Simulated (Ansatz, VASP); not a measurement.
**Pt in VASP and in Ansatz**

INCAR

```
  PREC = Accurate
  ENCUT = 520
  EDIFF = 1E-6
  ISMEAR = 0
  SIGMA = 0.15
  LREAL = False
  LASPH = True
  NELM = 60
  ALGO = Fast
  ISIF = 2
  LWAVE = False
  LCHARG = False
  GGA = CA
  NBANDS = 11
```

The input KPOINTS:

```
regular mesh
0
Gamma
  20 20 20
```

The input POSCAR:

```
Pt
1.0
    0.0000000000      1.9468328700      1.9127632948
    1.7326812543      0.0000000000      1.9127632948
    1.7326812543      1.9468328700      0.0000000000
Pt
1
Direct
    0.0000000000      0.0000000000      0.0000000000
```

Input for Ansatz:

```yaml
crystal:
  lattice:
    - [0.0, 1.94683287, 1.9127632948]
    - [1.7326812543, 0.0, 1.9127632948]
    - [1.7326812543, 1.94683287, 0.0]
  atoms:
    - { symbol: Pt, position: [0.0, 0.0, 0.0] }
basis:
  ecutwfc: 420
kpoints:
  mp_grid: { grid: [20, 20, 20] }
hamiltonian:
  xc: lda
scf:
  occupations: { method: gaussian, width: 0.15 }
output:
  forces: true
  stress: true
  eigenvalues: true
```

Change from the starting cell: normal strain along x -0.1100, normal strain along z -0.0175.

Alike in both runs: task single point; functional LDA; k mesh 20 × 20 × 20; occupations gaussian, width 0.15 eV; no spin polarisation.

|  | VASP | Ansatz |
| --- | --- | --- |
| version | VASP 6.6.1 | Ansatz 0.2.0 |
| potentials or method | VASP PAW LDA potentials, release 64 (Pt), cutoff 520 eV | scalar-relativistic, plane waves, PAW |
| valence electrons in the cell | 10 | 18 |

|  | VASP | Ansatz | Ansatz less VASP |
| --- | --- | --- | --- |
| gap on the k mesh at the Fermi level (eV) | none | none | - |
| pressure (GPa) | 61.5 | 60.2 | -1.34 |
| traceless stress, the component that is largest in VASP (GPa) | 7.55 | 7.48 | -0.066 |

LDA's correlation is that of Perdew and Zunger in VASP and of Perdew and Wang (1992) in Ansatz. A gap of «none» marks a metal or a gap that the smearing closes. Both programs put the cell under a high pressure, so it lies far from rest at this level. VASP's potentials hold 10 valence electrons a cell and Ansatz's 18, so a difference there can come from the potentials and not from the codes.

Neither program's run includes spin-orbit coupling. Noted on VASP's run: the cell as given lies far from equilibrium.
